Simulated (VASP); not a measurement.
The system is Al5GaP6.

```
CELL_PARAMETERS angstrom
6.41689 0.00000 0.00000
-3.20845 5.55719 0.00000
0.00000 0.00000 6.08098
ATOMIC_POSITIONS crystal
Al 0.33333 0.33333 0.00007
Al 0.00000 0.66667 0.00007
Al 0.66667 0.00000 0.00007
Al 0.66667 0.33333 0.50007
Al 0.33333 0.66667 0.50007
Ga 0.00000 0.00000 0.50007
P 0.33333 0.33333 0.37493
P 0.00000 0.66667 0.37493
P 0.66667 0.00000 0.37493
P 0.66667 0.33333 0.87493
P 0.33333 0.66667 0.87493
P 0.00000 0.00000 0.87493
```

| Property | Result |
| --- | --- |
| Program | VASP 6.6.1 |
| Task | relaxation of cell and atoms |
| Functional | PBE |
| Potentials or basis | VASP PAW PBE potentials, release 64 (Al, Ga_d, P) |
| Cutoff | 600 eV |
| k mesh | 3 × 3 × 4 |
| Occupations | gaussian, width 0.1 eV |
| Spin | no spin polarisation |

At the start: pressure 15.9 GPa; volume 18.07 Å³/atom.

**Question.** Where does the relaxation end?

**Answer.** Over 5 steps the energy falls by 122.1 meV/atom and the volume is 20.82 Å³/atom (+15.2 %); space group P31m (No. 157, to 0.1 Å) before and after.

Step by step:
```tsv
step	energy change (eV)	largest force (eV/Å)	pressure (GPa)	volume (Å³)
1	0.0000	0.0891	15.85	216.85
2	-0.8198	0.1229	-6.83	277.93
3	-1.4655	0.0775	-0.07	250.56
4	-1.4653	0.0763	0.17	249.85
5	-1.4657	0.0349	0.16	249.87
```

Final structure:
```
Al Ga P
1.0
     6.72489    0.00000    0.00000
    -3.36244    5.82392    0.00000
     0.00000    0.00000    6.37980
Al Ga P
5 1 6
Direct
  0.33328 0.33328 0.99997
  0.00000 0.66672 0.99997
  0.66672 0.00000 0.99997
  0.66667 0.33333 0.50024
  0.33333 0.66667 0.50024
  0.00000 0.00000 0.50060
  0.33354 0.33354 0.37462
  0.00000 0.66646 0.37462
  0.66646 0.00000 0.37462
  0.66667 0.33333 0.87481
  0.33333 0.66667 0.87481
  0.00000 0.00000 0.87554
```

Caveat: the volume moved by over 15 % at a fixed basis, so the end points are rough.
